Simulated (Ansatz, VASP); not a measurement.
## HfC: VASP beside Ansatz

The input INCAR:

```
SYSTEM = HfC
ALGO     = Normal         ! electronic algorithm
EDIFF    = 1E-6           ! SCF threshold, eV
ENCUT    = 600            ! plane-wave cutoff, eV
GGA      = PE             ! functional
GGA_COMPAT= .False.      
ISIF     = 2              ! what is computed and relaxed
ISMEAR   = 0              ! smearing method
LASPH    = .True.         ! aspherical terms in the spheres
LCHARG   = .False.        ! write CHGCAR
LREAL    = .False.        ! projectors in reciprocal space
LWAVE    = .False.        ! write WAVECAR
NBANDS   = 14             ! bands
NELM     = 120            ! most SCF steps
PREC     = Accurate       ! precision mode
SIGMA    = 0.1            ! smearing width, eV
```

The input KPOINTS:

```
k-points
0
Gamma
  16 16 16
  0 0 0
```

POSCAR

```
HfC
1.0
    0.0000000000      2.3100000000      2.3100000000
    2.3100000000      0.0000000000      2.3100000000
    2.3100000000      2.3100000000      0.0000000000
Hf C
1 1
Direct
    0.0000000000      0.0000000000      0.0000000000
    0.5000000000      0.5000000000      0.5000000000
```

Input for Ansatz:

```yaml
crystal:
  lattice:
    - [0.0, 2.31, 2.31]
    - [2.31, 0.0, 2.31]
    - [2.31, 2.31, 0.0]
  atoms:
    - { symbol: Hf, position: [0.0, 0.0, 0.0] }
    - { symbol: C, position: [0.5, 0.5, 0.5] }
basis:
  ecutwfc: 420
kpoints:
  mp_grid: { grid: [16, 16, 16] }
hamiltonian:
  xc: pbe
  pseudopotentials: { kind: paw, azcp: { folder: soft_1 } }
scf:
  occupations: { method: gaussian, width: 0.1 }
output:
  forces: true
  stress: true
  eigenvalues: true
  write_density: true
  write_potential: true
  elf: true
  volumetric_format: npy
```

Alike in both runs: task single point; functional PBE; k mesh 16 × 16 × 16; occupations gaussian, width 0.1 eV; no spin polarisation.

|  | VASP | Ansatz |
| --- | --- | --- |
| version | VASP 6.6.1 | Ansatz 0.2.0 |
| potentials or method | VASP PAW PBE potentials, release 64 (Hf_pv, C), cutoff 600 eV | scalar-relativistic, plane waves, PAW |
| valence electrons in the cell | 14 | 30 |

```csv
,VASP,Ansatz,Ansatz less VASP
gap on the k mesh at the Fermi level (eV),none,none,-
pressure (GPa),4.3,5.0,+0.70
```

A gap of «none» marks a metal or a gap that the smearing closes. VASP's potentials hold 14 valence electrons a cell and Ansatz's 30, so a difference there can come from the potentials and not from the codes.

Spin-orbit coupling is off throughout.
